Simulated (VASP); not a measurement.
# TiC (I4/mmm) in VASP: notebook

Runs on TiC. Level: PBE. Tasks: single point.

All numbers are computed with VASP 6.6.1; they aren't measurements. Logs are shortened: lines on timing, memory, paths and dates and some standing lists are left out, and cuts for length are marked.

### Step 1. The cell of the first run

The structure is tetragonal, space group I4/mmm (No. 139). The conventional cell has a = 3.106 Å, b = 3.106 Å, c = 4.198 Å, α = 90.00°, β = 90.00°, γ = 90.00°. Within 2.8 Å of Ti (site symmetry 4/mmm) lie 6 C at 2.10 to 2.20 Å. C (site symmetry 4/mmm) has 6 Ti at 2.10 to 2.20 Å within 2.8 Å.

### Step 2. Single point, PBE (strain +0.015 along x and y, -0.030 along z)

The input, INCAR:

```
PREC = Accurate
ENCUT = 520
EDIFF = 1E-6
ISMEAR = 0
SIGMA = 0.15
LREAL = F
LASPH = T
NELM = 80
ALGO = Normal
ISIF = 2
LWAVE = F
LCHARG = T
GGA = PE
LELF = T
LVHAR = T
NBANDS = 15
```

The input, KPOINTS:

```
regular mesh
0
Gamma
  18 18 18
```

The input, POSCAR:

```
TiC
1.0
    0.0000000000      2.1964600000      2.0990800000
    2.1964600000      0.0000000000      2.0990800000
    2.1964600000      2.1964600000      0.0000000000
Ti C
1 1
Direct
    0.0000000000      0.0000000000      0.0000000000
    0.5000000000      0.5000000000      0.5000000000
```

Potentials or basis: VASP PAW PBE potentials, release 64 (Ti_sv, C).

On the command line:

```
> cat potpaw_PBE.64/Ti_sv/POTCAR potpaw_PBE.64/C/POTCAR > POTCAR
> mpirun -np 1 vasp_std > vasp.out
```

OUTCAR:

```text
PREC = Accurate
   ENCUT = 520
   EDIFF = 1E-6
   ISMEAR = 0
   LREAL = F
   LASPH = T
   NELM = 80
   ISIF = 2
   GGA = PE

 ion  position               nearest neighbor table
   1  0.000  0.000  0.000-   2 2.10   2 2.10   2 2.20   2 2.20   2 2.20   2 2.20
   2  0.500  0.500  0.500-   1 2.10   1 2.10   1 2.20   1 2.20   1 2.20   1 2.20

  LATTYP: Found a body centered tetragonal cell.
 ALAT       =     3.1062635212
 C/A-ratio  =     1.3515144389

  Lattice vectors:

 A1 = (   0.0000000000,  -2.1964600000,  -2.0990800000)
 A2 = (   0.0000000000,   2.1964600000,  -2.0990800000)
 A3 = (   2.1964600000,   0.0000000000,   2.0990800000)

Analysis of symmetry for initial positions (statically):
=====================================================================
 Subroutine PRICEL returns:
 Original cell was already a primitive cell.

 Routine SETGRP: Setting up the symmetry group for a
 body centered tetragonal supercell.

 Subroutine GETGRP returns: Found 16 space group operations
 (whereof 16 operations were pure point group operations)
 out of a pool of 16 trial point group operations.

The static configuration has the point symmetry D_4h.

Analysis of symmetry for dynamics (positions and initial velocities):
=====================================================================
 Subroutine PRICEL returns:
 Original cell was already a primitive cell.

 Routine SETGRP: Setting up the symmetry group for a
 body centered tetragonal supercell.

 Subroutine GETGRP returns: Found 16 space group operations
 (whereof 16 operations were pure point group operations)
 out of a pool of 16 trial point group operations.

The dynamic configuration has the point symmetry D_4h.

 Subroutine INISYM returns: Found 16 space group operations
 (whereof 16 operations are pure point group operations),
 and found     1 'primitive' translations

----------------------------------------------------------------------------------------

                                     Primitive cell

  volume of cell :      20.2538

  direct lattice vectors                    reciprocal lattice vectors
     0.000000000  2.196460000  2.099080000    -0.227639019  0.227639019  0.238199592
     2.196460000  0.000000000  2.099080000     0.227639019 -0.227639019  0.238199592
     2.196460000  2.196460000  0.000000000     0.227639019  0.227639019 -0.238199592

  length of vectors
     3.038185870  3.038185870  3.106263521     0.400472336  0.400472336  0.400472336

  position of ions in fractional coordinates (direct lattice)
     0.000000000  0.000000000  0.000000000
     0.500000000  0.500000000  0.500000000

  ion indices of the primitive-cell ions
   primitive index   ion index
                 1           1
                 2           2

----------------------------------------------------------------------------------------

 KPOINTS: regular mesh

Automatic generation of k-mesh.
 Grid dimensions read from file:
 generate k-points for:   18   18   18

 Generating k-lattice:

  Cartesian coordinates                     Fractional coordinates (reciprocal lattice)
    -0.012646612  0.012646612  0.013233311     0.055555556 -0.000000000  0.000000000
     0.012646612 -0.012646612  0.013233311    -0.000000000  0.055555556  0.000000000
     0.012646612  0.012646612 -0.013233311     0.000000000  0.000000000  0.055555556

  Length of vectors
     0.022248463  0.022248463  0.022248463

  Shift w.r.t. Gamma in fractional coordinates (k-lattice)
     0.000000000  0.000000000  0.000000000

 Subroutine IBZKPT returns following result:
 ===========================================

 Found    480 irreducible k-points:

 Following reciprocal coordinates:
            Coordinates               Weight
  0.000000  0.000000  0.000000      1.000000
  0.055556  0.000000  0.000000      8.000000
  0.111111  0.000000  0.000000      8.000000
  0.166667  0.000000  0.000000      8.000000
  0.222222 -0.000000  0.000000      8.000000
  0.277778  0.000000  0.000000      8.000000
[... 16 lines left out ...]
 -0.277778  0.055556  0.000000      8.000000
 -0.222222  0.055556  0.000000      8.000000
 [... further k-points ...]
   k-points           NKPTS =    480   k-points in BZ     NKDIM =    480   number of bands    NBANDS=     15
   number of dos      NEDOS =    301   number of ions     NIONS =      2
   total plane-waves  NPLWV =  13824
   dimension x,y,z NGX =    24 NGY =   24 NGZ =   24
   dimension x,y,z NGXF=    48 NGYF=   48 NGZF=   48
   ions per type =               1   1
   NGX,Y,Z   is equivalent  to a cutoff of  13.13, 13.13, 12.84 a.u.
   NGXF,Y,Z  is equivalent  to a cutoff of  26.27, 26.27, 25.69 a.u.
 SYSTEM =  unknown system
   PREC   = accura    normal or accurate (medium, high low for compatibility)
   ISTART =      0    job   : 0-new  1-cont  2-samecut
   ICHARG =      2    charge: 1-file 2-atom 10-const
   ISPIN  =      1    spin polarized calculation?
   LNONCOLLINEAR =      F non collinear calculations
   LSORBIT =      F    spin-orbit coupling
   LASPH  =      T    aspherical Exc in radial PAW
   ENCUT  =  520.0 eV  38.22 Ry    6.18 a.u.   5.65  5.65  5.78*2*pi/ulx,y,z
   NELM   =     80;   NELMIN=  2; NELMDL= -5     # of ELM steps
   EDIFF  = 0.1E-05   stopping-criterion for ELM
   LREAL  =      F    real-space projection
   EDIFFG = 0.1E-04   stopping-criterion for IOM
   NSW    =      0    number of steps for IOM
   IBRION =     -1    ionic relax: 0-MD 1-quasi-New 2-CG
   NFREE  =      0    steps in history (QN), initial steepest desc. (CG)
   ISIF   =      2    stress and relaxation
   ISYM   =      2    0-nonsym 1-usesym 2-fastsym
   POTIM  = 0.5000    time-step for ionic-motion
   TEBEG  =    0.0;   TEEND  =   0.0 temperature during run
   PSTRESS=    0.0 pullay stress
   NELECT =      16.0000    total number of electrons
   NUPDOWN=      -1.0000    fix difference up-down
   EMIN   =  10.00;   EMAX   =-10.00  energy-range for DOS
   EFERMI =   0.00;   METHOD = LEGACY
   ISMEAR =     0;   SIGMA  =   0.15  broadening in eV -4-tet -1-fermi 0-gaus
   EFERMI_NEDOS =   21; number of points for ismear=-14 and -15
   IALGO  =     38    algorithm
   IMIX   =      4    mixing-type and parameters
     AMIX     =   0.40;   BMIX     =  1.00
     AMIX_MAG =   1.60;   BMIX_MAG =  1.00
  volume/ion in A,a.u.               =      10.13        68.34
  Fermi-wavevector in a.u.,A,eV,Ry     =   1.513374  2.859862 31.161439  2.290301
  Thomas-Fermi vector in A             =   2.623174
   LORBIT       =      0    0 simple, 1 ext, 2 COOP (PROOUT), +10 PAW based schemes
   GGA     = PE    functional components
   LHFCALC =     F    Hartree Fock is set to
   AEXX    =    0.0000 exact exchange contribution
   IVDW    =     0    specifies the selected vdW correction
   LEPSILON=     F    determine dielectric tensor
   LRPA    =     F    only Hartree local field effects (RPA)
 non-spin polarized calculation
 Gauss-broadening in eV      SIGMA  =   0.15
  energy-cutoff  :      520.00
  volume of cell :       20.25
 maximum number of plane-waves:       560
   NGX = 11   NGY = 11   NGZ = 11

 number of electron      15.9999998 magnetization

 Free energy of the ion-electron system (eV)
  ---------------------------------------------------
  ext. energy  EPLUGINS =         0.00000000
  ---------------------------------------------------
  free energy    TOTEN  =       -18.67417794 eV

  energy without entropy =      -18.67084031  energy(sigma->0) =      -18.67250912

 E-fermi :   9.4596     XC(G=0): -12.7097

 val. band max:        9.4591462141   @ k =   0.3333  -0.0000   0.2778
 cond. band min:       9.4663923837   @ k =   0.4444   0.0000   0.4444
 fundamental gap:      0.0072461697
 Fermi energy:         9.4596347711

 k-point     1 :       0.0000    0.0000    0.0000
  band No.  band energies     occupation
      1     -47.1228      2.00000
      2     -23.1656      2.00000
      3     -23.1656      2.00000
      4     -23.1092      2.00000
      5      -2.9636      2.00000
      6      10.0428      0.00000
      7      10.0428      0.00000
      8      10.3717      0.00000
      9      11.0013      0.00000
     10      11.0713      0.00000
     11      11.0713      0.00000
     12      11.2516      0.00000
     13      11.2869      0.00000
     14      20.0340      0.00000
     15      23.5167      0.00000

 k-point     2 :       0.0556    0.0000    0.0000
  band No.  band energies     occupation
      1     -47.1206      2.00000
      2     -23.1766      2.00000
      3     -23.1676      2.00000
      4     -23.1149      2.00000
      5      -2.8932      2.00000
      6       9.7470      0.00674
      7       9.8750      0.00009
      8      10.1321      0.00000
      9      10.4403      0.00000
     10      10.5815      0.00000
     11      11.3424      0.00000
     12      11.9046      0.00000
     13      12.1595      0.00000
     14      20.1611      0.00000
     15      23.5457      0.00000

 k-point     3 :       0.1111    0.0000    0.0000
  band No.  band energies     occupation
      1     -47.1142      2.00000
      2     -23.2146      2.00000
      3     -23.1734      2.00000
      4     -23.1249      2.00000
      5      -2.6853      2.00000
      6       9.0172      1.99997
      7       9.2341      1.96650
      8       9.4364      1.17352
      9      10.4654      0.00000
     10      10.5920      0.00000
     11      11.6410      0.00000
     12      12.8262      0.00000
     13      13.1260      0.00000
     14      20.4851      0.00000
     15      23.5720      0.00000
[... 343 lines left out ...]
 k-point    23 :      -0.2778    0.0556    0.0000
  band No.  band energies     occupation
      1     -47.0745      2.00000
      2     -23.4709      2.00000
      3     -23.2025      2.00000
      4     -23.1642      2.00000
      5      -1.1871      2.00000
      6       5.9165      2.00000
      7       7.2149      2.00000
      8       7.5558      2.00000
      9      11.3346      0.00000
     10      11.6902      0.00000
     11      12.5937      0.00000
     12      15.7115      0.00000
     13      16.1356      0.00000
     14      20.0848      0.00000
     15      24.3459      0.00000

 k-point    24 :      -0.2222    0.0556    0.0000
  band No.  band energies     occupation
      1     -47.0872      2.00000
      2     -23.3886      2.00000
      3     -23.1907      2.00000
      4     -23.1564      2.00000
      5      -1.7277      2.00000
      6       6.8156      2.00000
      7       7.6623      2.00000
      8       8.0573      2.00000
      9      10.9353      0.00000
     10      11.4093      0.00000
     11      12.3254      0.00000
     12      14.8492      0.00000
     13      15.3793      0.00000
     14      20.7326      0.00000
     15      23.8085      0.00000

 [... further k-points ...]
[... 5 lines left out ...]
  --------------------------------------------------------------------------------------
  -------------------------------------------------------------------------------------
  Total       -0.5419939     -0.5419939      1.9325898      0.0000000      0.0000000      0.0000000
  in kB      -42.8745357    -42.8745357    152.8778939      0.0000000      0.0000000      0.0000000
  external PRESSURE =      22.3762742 kB  Pullay stress =       0.0000000 kB

 VOLUME and BASIS-vectors are now :
 -----------------------------------------------------------------------------
  energy-cutoff  :      520.00
  volume of cell :       20.25
      direct lattice vectors                 reciprocal lattice vectors
     0.000000000  2.196460000  2.099080000    -0.227639019  0.227639019  0.238199592
     2.196460000  0.000000000  2.099080000     0.227639019 -0.227639019  0.238199592
     2.196460000  2.196460000  0.000000000     0.227639019  0.227639019 -0.238199592

 POSITION                                       TOTAL-FORCE (eV/Angst)
 -----------------------------------------------------------------------------------
      0.00000      0.00000      0.00000         0.000000     -0.000000     -0.000000
      2.19646      2.19646      2.09908        -0.000000      0.000000      0.000000
 -----------------------------------------------------------------------------------
    total drift:                                0.000000     -0.000000     -0.000000

  FREE ENERGIE OF THE ION-ELECTRON SYSTEM (eV)
  ---------------------------------------------------
  free  energy   TOTEN  =       -18.6741779369 eV

  energy  without entropy=      -18.6708403088  energy(sigma->0) =      -18.67250912
```

Run time: 79 s. Hardware: 1 thread of Intel Xeon Platinum 8124M at 3.00GHz (Skylake/Cascade Lake), shared host; peak memory 0.26 GiB.

What came out:

| Item | Value |
| --- | --- |
| Free energy | -18.6742 eV |
| Pressure | 2.2 GPa |
| Band gap on the k mesh | zero (band 8 reaches 10.37 eV, above the bottom of band 9 at 8.73 eV) |

Caveat: the cell differs from its parent crystal (strain +0.015 along x and y, -0.030 along z).

### Step 3. Single point, PBE (strain +0.030 along x and y, -0.030 along z)

The input, INCAR:

```
SYSTEM = TiC
ALGO = Normal
EDIFF = 1E-6
ENCUT = 520
GGA = PE
ISIF = 2
ISMEAR = 0
LASPH = .TRUE.
LCHARG = .TRUE.
LELF = .TRUE.
LREAL = .FALSE.
LVHAR = .TRUE.
LWAVE = .FALSE.
NBANDS = 15
NELM = 80
PREC = Accurate
SIGMA = 0.15
```

The input, KPOINTS:

```
k-points
0
G
  18 18 18
  0 0 0
```

The input, POSCAR:

```
TiC
1.0
    0.0000000000      2.2289200000      2.0990800000
    2.2289200000      0.0000000000      2.0990800000
    2.2289200000      2.2289200000      0.0000000000
Ti C
1 1
Direct
    0.0000000000      0.0000000000      0.0000000000
    0.5000000000      0.5000000000      0.5000000000
```

Potentials or basis: VASP PAW PBE potentials, release 64 (Ti_sv, C).

On the command line:

```
> cat potpaw_PBE.64/Ti_sv/POTCAR potpaw_PBE.64/C/POTCAR > POTCAR
> mpirun -np 1 vasp_std > vasp.out
```

It took 71 s on 1 thread of Intel Xeon Platinum 8488C (Sapphire Rapids), shared host; peak memory 0.26 GiB.

The run converged. Its results:

```
Free energy            : -18.6435 eV
Pressure               : -4.2 GPa
Band gap on the k mesh : zero (band 8 reaches 10.08 eV, above the bottom of band 9 at 8.38 eV)
```

Stress tensor (GPa, compression positive):
```
-12.01   0.00   0.00
  0.00 -12.01   0.00
  0.00   0.00  11.40
```

Levels at points of the mesh, in eV from the Fermi level:
```tsv
k point	band 5	band 6	band 7	band 8	band 9	band 10	band 11	band 12
(0.00, 0.00, 0.00)	-12.29	0.55	0.55	0.96	1.43	1.56	1.56	1.77
(0.50, 0.00, 0.00)	-8.91	-5.73	-2.89	-2.82	2.68	2.95	3.99	7.49
(0.50, 0.50, 0.00)	-9.97	-2.98	-1.62	-0.36	-0.36	2.63	3.40	3.40
(0.50, 0.00, 0.50)	-10.08	-3.62	-1.50	0.08	0.12	2.55	3.19	3.52
```

Caveat: the cell differs from its parent crystal (strain +0.030 along x and y, -0.030 along z).

### Step 4. Single point, PBE (strain +0.030 along x and y, -0.015 along z)

The input, INCAR:

```
SYSTEM = TiC
PREC = Accurate
ENCUT = 520
EDIFF = 1E-6
ISMEAR = 0
SIGMA = 0.15
LREAL = .FALSE.
LASPH = .TRUE.
NELM = 100
ALGO = Normal
ISIF = 2
LWAVE = .FALSE.
LCHARG = .TRUE.
GGA = PE
LELF = .TRUE.
LVHAR = .TRUE.
NBANDS = 15
```

The input, KPOINTS:

```
regular mesh
0
G
  18 18 18
  0 0 0
```

The input, POSCAR:

```
TiC
1.0
    0.0000000000      2.2289200000      2.1315400000
    2.2289200000      0.0000000000      2.1315400000
    2.2289200000      2.2289200000      0.0000000000
Ti C
1 1
Direct
    0.0000000000      0.0000000000      0.0000000000
    0.5000000000      0.5000000000      0.5000000000
```

On the command line:

```
> cat potpaw_PBE.64/Ti_sv/POTCAR potpaw_PBE.64/C/POTCAR > POTCAR
> mpirun -np 1 vasp_std > vasp.out
```

Wall time 83 s (1 thread of Intel Xeon Platinum 8488C (Sapphire Rapids), shared host); peak memory 0.26 GiB.

The run converged. Its results:

- Free energy: -18.6572 eV
- Pressure: -8.3 GPa
- Band gap on the k mesh: zero (band 8 reaches 9.82 eV, above the bottom of band 9 at 8.26 eV)

Stress tensor (GPa, compression positive):
```
-13.53   0.00   0.00
  0.00 -13.53   0.00
  0.00   0.00   2.18
```

Levels at points of the mesh, in eV from the Fermi level:
| k point | band 5 | band 6 | band 7 | band 8 | band 9 | band 10 | band 11 | band 12 |
| --- | --- | --- | --- | --- | --- | --- | --- | --- |
| (0.00, 0.00, 0.00) | -12.21 | 0.57 | 0.57 | 0.87 | 1.46 | 1.57 | 1.57 | 1.71 |
| (0.50, 0.00, 0.00) | -8.92 | -5.66 | -2.82 | -2.76 | 2.65 | 2.85 | 3.88 | 7.45 |
| (0.50, 0.50, 0.00) | -9.91 | -3.09 | -1.55 | -0.29 | -0.29 | 2.56 | 3.32 | 3.32 |
| (0.50, 0.00, 0.50) | -10.00 | -3.55 | -1.47 | 0.04 | 0.05 | 2.52 | 3.17 | 3.41 |

Caveat: the cell differs from its parent crystal (strain +0.030 along x and y, -0.015 along z).

### Step 5. Summary

```tsv
cell	gap on the mesh (eV)	pressure (GPa)
a = 3.038, b = 3.038, c = 3.106 Å, angles 59.3, 59.3, 61.5°, 2 atoms	none	2.2
a = 3.062, b = 3.062, c = 3.152 Å, angles 59.0, 59.0, 62.0°, 2 atoms	none	-4.2
a = 3.084, b = 3.084, c = 3.152 Å, angles 59.3, 59.3, 61.5°, 2 atoms	none	-8.3
```

Alike in all rows: task single point; level PBE; potentials or basis VASP PAW PBE potentials, release 64 (Ti_sv, C); no spin polarisation; k mesh 18 × 18 × 18; cutoff (eV) 520; smearing gaussian 0.15 eV.

Absolute energies hang on the potentials; compare differences alone.
